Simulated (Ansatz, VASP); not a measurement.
# One calculation of Ti4O, two programs

File INCAR:

```
SYSTEM = Ti4O
  ALGO = Normal
  DIPOL = 0.5 0.5 0.500
  EDIFF = 1E-6
  ENCUT = 520
  GGA = PS
  IDIPOL = 3
  ISIF = 2
  ISMEAR = 0
  LASPH = .True.
  LCHARG = .False.
  LDIPOL = .True.
  LREAL = .False.
  LWAVE = .False.
  NBANDS = 35
  NELM = 60
  PREC = Accurate
  SIGMA = 0.1
```

The input KPOINTS:

```
k-points
0
Gamma
  12 12 1
  0 0 0
```

Contents of POSCAR:

```
Ti4O
1.0
    2.8679135954      0.0000000000      0.0000000000
   -1.4339567977      2.4836860295      0.0000000000
    0.0000000000      0.0000000000     26.0249249352
Ti O
4 1
Direct
    0.6666666667      0.3333333333      0.3266099719
    0.3333333333      0.6666666667      0.4165868556
    0.0000000000      0.0000000000      0.5080269110
    0.6666666667      0.3333333333      0.5921085072
    1.3333333333      0.6666666667      0.6545944680
```

Input for Ansatz:

```yaml
crystal:
  lattice:
    - [2.8679135954, 0.0, 0.0]
    - [-1.4339567977, 2.4836860295, 0.0]
    - [0.0, 0.0, 26.0249249352]
  atoms:
    - { symbol: Ti, position: [0.6666666667, 0.3333333333, 0.3266099719] }
    - { symbol: Ti, position: [0.3333333333, 0.6666666667, 0.4165868556] }
    - { symbol: Ti, position: [0.0, 0.0, 0.508026911] }
    - { symbol: Ti, position: [0.6666666667, 0.3333333333, 0.5921085072] }
    - { symbol: O, position: [1.3333333333, 0.6666666667, 0.654594468] }
basis:
  ecutwfc: 420
kpoints:
  mp_grid: { grid: [12, 12, 1] }
hamiltonian:
  xc: pbesol
scf:
  occupations: { method: gaussian, width: 0.1 }
output:
  forces: true
  stress: true
  eigenvalues: true
  write_density: true
  write_potential: true
  elf: true
  volumetric_format: npy
efield:
  axis: 3
  dipole_correction: true
  ramp_width: 0.04
```

Alike in both runs: task single point; functional PBEsol; k mesh 12 × 12 × 1; occupations gaussian, width 0.1 eV; no spin polarisation.

|  | VASP | Ansatz |
| --- | --- | --- |
| version | VASP 6.6.1 | Ansatz 0.2.0 |
| potentials or method | VASP PAW PBE potentials, release 64 (Ti_sv, O), cutoff 520 eV | scalar-relativistic, plane waves, PAW |
| valence electrons in the cell | 54 | 54 |

Ansatz gave:

| Property | Result |
| --- | --- |
| gap on the k mesh at the Fermi level (eV) | none |
| rms of the force components (eV/Å) | 2.345 |

Problem. Which values does VASP return?

Solution. gap on the k mesh at the Fermi level (eV): none; rms of the force components (eV/Å): 2.332.

VASP's potentials were made for PBE, not for PBEsol. Atom by atom the forces differ by 0.013 eV/Å (rms over components). A gap of «none» marks a metal or a gap that the smearing closes. Ansatz's warnings: xc potential rough in thin density.
